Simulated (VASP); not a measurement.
# CuI (Marshite) (F-43m) in VASP: a series of runs, part 2 of 2

VASP 6.6.1. Earlier steps stand in the parts before.

## (5) Single point, RPBE

Contents of INCAR:

```
PREC = Accurate
ENCUT = 520
EDIFF = 1E-6
ISMEAR = 0
SIGMA = 0.1
LREAL = F
LASPH = T
NELM = 100
ALGO = Normal
ISIF = 2
LWAVE = F
LCHARG = F
GGA = RP
NBANDS = 16
```

Contents of KPOINTS:

```
Automatic mesh
0
Gamma
  8 8 8
```

Contents of POSCAR:

```
CuI
1.0
    0.0000000000      3.0315000000      3.0315000000
    3.0315000000      0.0000000000      3.0315000000
    3.0315000000      3.0315000000      0.0000000000
I Cu
1 1
Direct
    0.0000000000      0.0000000000      0.0000000000
    0.2500000000      0.2500000000      0.2500000000
```

Potentials or basis: VASP PAW PBE potentials, release 64 (I, Cu).

On the command line:

```
cat potpaw_PBE.64/I/POTCAR potpaw_PBE.64/Cu/POTCAR > POTCAR
mpirun -np 1 vasp_std > vasp.out
```

OUTCAR:

```text
PREC = Accurate
   ENCUT = 520
   EDIFF = 1E-6
   ISMEAR = 0
   LREAL = F
   LASPH = T
   NELM = 100
   ISIF = 2
   GGA = RP

 ion  position               nearest neighbor table
   1  0.000  0.000  0.000-   2 2.63   2 2.63   2 2.63   2 2.63
   2  0.250  0.250  0.250-   1 2.63   1 2.63   1 2.63   1 2.63

  LATTYP: Found a face centered cubic cell.
 ALAT       =     6.0630000000

  Lattice vectors:

 A1 = (   0.0000000000,   3.0315000000,   3.0315000000)
 A2 = (   3.0315000000,   0.0000000000,   3.0315000000)
 A3 = (   3.0315000000,   3.0315000000,   0.0000000000)

Analysis of symmetry for initial positions (statically):
=====================================================================
 Subroutine PRICEL returns:
 Original cell was already a primitive cell.

 Routine SETGRP: Setting up the symmetry group for a
 face centered cubic supercell.

 Subroutine GETGRP returns: Found 24 space group operations
 (whereof 24 operations were pure point group operations)
 out of a pool of 48 trial point group operations.

[... 155 lines left out ...]
  ---------------------------------------------------
  ext. energy  EPLUGINS =         0.00000000
  ---------------------------------------------------
  free energy    TOTEN  =        -4.83690413 eV

  energy without entropy =       -4.83690413  energy(sigma->0) =       -4.83690413

 E-fermi :   4.9946     XC(G=0):  -8.7213

 val. band max:        4.5752543066   @ k =   0.0000   0.0000   0.0000
 cond. band min:       5.8520496667   @ k =   0.0000   0.0000   0.0000
 fundamental gap:      1.2767953601
 Fermi energy:         4.9946352354

 k-point     1 :       0.0000    0.0000    0.0000
  band No.  band energies     occupation
      1      -9.4339      2.00000
      2       0.9283      2.00000
      3       0.9283      2.00000
      4       0.9283      2.00000
      5       2.7532      2.00000
      6       2.7532      2.00000
[... 433 lines left out ...]
      3       0.3915      2.00000
      4       0.8957      2.00000
      5       2.6924      2.00000
      6       2.7656      2.00000
[... 8 lines left out ...]
     15      15.4272      0.00000
     16      15.9350      0.00000

 [... further k-points ...]
[... 5 lines left out ...]
  --------------------------------------------------------------------------------------
  -------------------------------------------------------------------------------------
  Total        0.8367714      0.8367714      0.8367714      0.0000000      0.0000000     -0.0000000
  in kB       24.0610554     24.0610554     24.0610554      0.0000000      0.0000000     -0.0000000
  external PRESSURE =      24.0610554 kB  Pullay stress =       0.0000000 kB

 VOLUME and BASIS-vectors are now :
 -----------------------------------------------------------------------------
  energy-cutoff  :      520.00
  volume of cell :       55.72
      direct lattice vectors                 reciprocal lattice vectors
     0.000000000  3.031500000  3.031500000    -0.164934851  0.164934851  0.164934851
     3.031500000  0.000000000  3.031500000     0.164934851 -0.164934851  0.164934851
     3.031500000  3.031500000  0.000000000     0.164934851  0.164934851 -0.164934851

 POSITION                                       TOTAL-FORCE (eV/Angst)
 -----------------------------------------------------------------------------------
      0.00000      0.00000      0.00000        -0.000000     -0.000000     -0.000000
      1.51575      1.51575      1.51575         0.000000      0.000000      0.000000
 -----------------------------------------------------------------------------------
    total drift:                                0.000001      0.000001      0.000001

  FREE ENERGIE OF THE ION-ELECTRON SYSTEM (eV)
  ---------------------------------------------------
  free  energy   TOTEN  =        -4.8369041317 eV

  energy  without entropy=       -4.8369041317  energy(sigma->0) =       -4.83690413
```

OSZICAR:

```text
N       E                     dE             d eps       ncg     rms          rms(c)
DAV:   1     0.954449212186E+02    0.95445E+02   -0.74710E+03   928   0.119E+03
DAV:   2     0.948728430754E+00   -0.94496E+02   -0.85527E+02   992   0.230E+02
DAV:   3    -0.483957990539E+01   -0.57883E+01   -0.57119E+01  1240   0.601E+01
DAV:   4    -0.499820619321E+01   -0.15863E+00   -0.15857E+00  1120   0.949E+00
DAV:   5    -0.500690658338E+01   -0.87004E-02   -0.87002E-02  1424   0.246E+00    0.508E+00
DAV:   6    -0.494186846135E+01    0.65038E-01   -0.20812E+00   984   0.390E+01    0.326E+00
DAV:   7    -0.483394959703E+01    0.10792E+00   -0.52218E-01   992   0.231E+01    0.178E+00
DAV:   8    -0.483747136234E+01   -0.35218E-02   -0.28185E-02  1456   0.171E+00    0.369E-01
DAV:   9    -0.483639159280E+01    0.10798E-02   -0.69430E-03  1216   0.244E+00    0.866E-02
DAV:  10    -0.483684672652E+01   -0.45513E-03   -0.85548E-04  1080   0.226E-01    0.244E-02
DAV:  11    -0.483689398770E+01   -0.47261E-04   -0.79293E-05  1296   0.153E-01    0.180E-02
DAV:  12    -0.483690271609E+01   -0.87284E-05   -0.31491E-05  1080   0.759E-02    0.842E-03
DAV:  13    -0.483690398831E+01   -0.12722E-05   -0.79970E-07  1008   0.123E-02    0.649E-04
DAV:  14    -0.483690413170E+01   -0.14340E-06   -0.36041E-07   872   0.780E-03
   1 F= -.48369041E+01 E0= -.48369041E+01  d E =-.760148E-11
```

stdout:

```text
POSCAR found type information on POSCAR I Cu
 POSCAR found :  2 types and       2 ions
 scaLAPACK will be used
 -----------------------------------------------------------------------------
|                                                                             |
|                                                                             |
|     You enforced a specific xc type in the INCAR file but a different       |
|     I HOPE YOU KNOW WHAT YOU ARE DOING!                                     |
|                                                                             |
 -----------------------------------------------------------------------------

 LDA part: xc-table for (Slater+PW92), standard interpolation
 POSCAR, INCAR and KPOINTS ok, starting setup
 FFT: planning ... GRIDC
 FFT: planning ... GRID_SOFT
 FFT: planning ... GRID
 WAVECAR not read
 entering main loop
```

Wall time 14 s (1 thread of Intel Xeon 6975P-C (Granite Rapids), shared host); peak memory 0.18 GiB.

What came out:

```yaml
Free_energy: -4.8369 eV
Pressure: 2.4 GPa
Band_gap_on_the_k_mesh: 1.28 eV, direct
```

Caveat: the PAW data sets were made with another functional, which shifts forces and pressure a little; spin-orbit coupling is left out, which moves the levels of the heavy elements. A hybrid or GW would open this gap; RPBE tends to underestimate it.

## (6) Single point, PBEsol

Contents of INCAR:

```
PREC = Accurate
ENCUT = 520
EDIFF = 1E-7
ISMEAR = 0
SIGMA = 0.02
LREAL = False
LASPH = True
NELM = 100
ALGO = Normal
ISIF = 2
LWAVE = False
LCHARG = False
GGA = PS
NBANDS = 16
```

Contents of KPOINTS:

```
regular mesh
0
Gamma
  8 8 8
```

POSCAR is that of step 5.

Potentials or basis: VASP PAW PBE potentials, release 64 (I, Cu).

On the command line:

```
cat potpaw_PBE.64/I/POTCAR potpaw_PBE.64/Cu/POTCAR > POTCAR
mpirun -np 1 vasp_std > vasp.out
```

Run time: 17 s. Hardware: 1 thread of Intel Xeon 6975P-C (Granite Rapids), shared host; peak memory 0.18 GiB.

Results (log left out):

* Free energy: -6.2945 eV
* Pressure: -2.5 GPa
* Band gap on the k mesh: 1.03 eV, direct

Levels at points of the mesh, in eV from the valence-band top:
```
           k point  band 6  band 7  band 8  band 9  band 10  band 11  band 12  band 13
(0.00, 0.00, 0.00)   -1.87    0.00    0.00    0.00     1.03     4.83     4.83     4.83
(0.50, 0.00, 0.00)   -1.85   -1.80   -0.72   -0.72     2.08     5.36     5.36     7.25
(0.50, 0.50, 0.00)   -1.82   -1.79   -1.51   -1.51     2.61     2.85     9.07     9.71
```

Caveat: the PAW data sets were made with another functional, which shifts forces and pressure a little; spin-orbit coupling is left out, which moves the levels of the heavy elements.

## (7) Overview

| task | level | cell | cutoff (eV) | smearing | gap on the mesh (eV) | pressure (GPa) | relaxed volume (Å³/atom) |
| --- | --- | --- | --- | --- | --- | --- | --- |
| single point | PBE | as given | 520 | gaussian 0.03 eV | 1.14 | 0.7 | - |
| relaxation of cell and atoms | BLYP+D3(BJ) | relaxed | 600 | fermi-dirac 0.05 eV | 1.35 | 0.0 | 26.70 |
| relaxation of cell and atoms | BLYP+D4 | relaxed | 600 | fermi-dirac 0.05 eV | 1.28 | 0.0 | 27.28 |
| single point | RPBE | as given | 520 | gaussian 0.1 eV | 1.28 | 2.4 | - |
| single point | PBEsol | as given | 520 | gaussian 0.02 eV | 1.03 | -2.5 | - |

Alike in all rows: potentials or basis VASP PAW PBE potentials, release 64 (I, Cu); no spin polarisation; k mesh 8 × 8 × 8.

On the cell as given the gap runs from 1.03 eV (PBEsol) to 1.28 eV (RPBE). The pressure there spans -2.5 GPa (PBEsol) to 2.4 GPa (RPBE); a positive pressure means that this level wants a larger cell, a negative one a smaller.

Caveats: spin-orbit coupling is left out, which moves the levels of the heavy elements; the PAW data sets were made with another functional, which shifts forces and pressure a little (some runs).

Absolute energies hang on the potentials; compare differences alone.
